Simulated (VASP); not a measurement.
Set up this calculation in VASP 6.6.1, as the native input.

| Quantity | Value |
| --- | --- |
| Task | single point |
| Functional | PBE |
| Dispersion | D3(BJ) |
| Potentials or basis | VASP PAW PBE potentials, release 64 (Eu, S) |
| Cutoff | 600 eV |
| k mesh | 8 × 8 × 8 |
| Occupations | gaussian, width 0.05 eV |
| Spin | collinear spin, ferromagnetic start |
| Starting moments | [7.54, -0.07] μB |
| Hubbard terms | Eu f U = 6.0 eV |
| Dipole correction | no |
| Further INCAR settings | ALGO = Normal; EDIFF = 1e-06; NBANDS = 22 |

The structure of EuS lies in POSCAR:

```
EuS
1.0
    0.0000000000      2.9562934067      2.9562934067
    2.9562934067      0.0000000000      2.9562934067
    2.9562934067      2.9562934067      0.0000000000
Eu S
1 1
Direct
    0.5000000000      0.5000000000      0.5000000000
    0.0000000000      0.0000000000      0.0000000000
```

The input as run:

INCAR

```
SYSTEM = EuS
PREC     = Accurate       ! precision mode
ENCUT    = 600            ! plane-wave cutoff, eV
EDIFF    = 1E-6           ! SCF threshold, eV
ISMEAR   = 0              ! smearing method
SIGMA    = 0.05           ! smearing width, eV
LREAL    = .FALSE.        ! projectors in reciprocal space
LASPH    = .TRUE.         ! aspherical terms in the spheres
NELM     = 200            ! most SCF steps
ALGO     = Normal         ! electronic algorithm
ISIF     = 2              ! what is computed and relaxed
LWAVE    = .FALSE.        ! write WAVECAR
LCHARG   = .FALSE.        ! write CHGCAR
ISPIN    = 2              ! spin polarisation
MAGMOM   = 7.54 -0.07     ! initial moments
LORBIT   = 11             ! projections on sites
LMAXMIX  = 6              ! l up to which the mixer works
LDAU     = .TRUE.         ! DFT+U
LDAUTYPE = 2            
LDAUL    = 3 -1           ! shell
LDAUU    = 6 0            ! U, eV
LDAUJ    = 0 0          
LDAUPRINT= 1            
GGA      = PE             ! functional
IVDW     = 12             ! dispersion correction
NBANDS   = 22             ! bands
GGA_COMPAT= .FALSE.
```

KPOINTS

```
regular mesh
0
G
  8 8 8
  0 0 0
```

Potentials or basis: VASP PAW PBE potentials, release 64 (Eu, S).

The run is started by

```bash
$ cat potpaw_PBE.64/Eu/POTCAR potpaw_PBE.64/S/POTCAR > POTCAR
$ mpirun -np 1 vasp_std > vasp.out
```

It gave:

The pressure is 0.1 GPa, the band gap on the k mesh is 0.30 eV (least direct gap 0.58 eV) and the net moment is 7.00 μB per cell. The site moments are Eu +6.72; S -0.06 μB. The valence electrons inside the program's atomic spheres are Eu 14.90; S 3.78 and the dispersion energy per atom is -0.337 eV.

Caveat: three body term missing; spin-orbit coupling is left out, which moves the levels of the heavy elements; a cell with one magnetic atom can't hold antiferromagnetic order, which such compounds often take.

Wall time 2.1 min on 1 thread of Intel(R) Xeon(R) Platinum 8124M CPU @ 3.00GHz (Skylake/Cascade Lake) (shared host), peak memory 0.29 GiB.
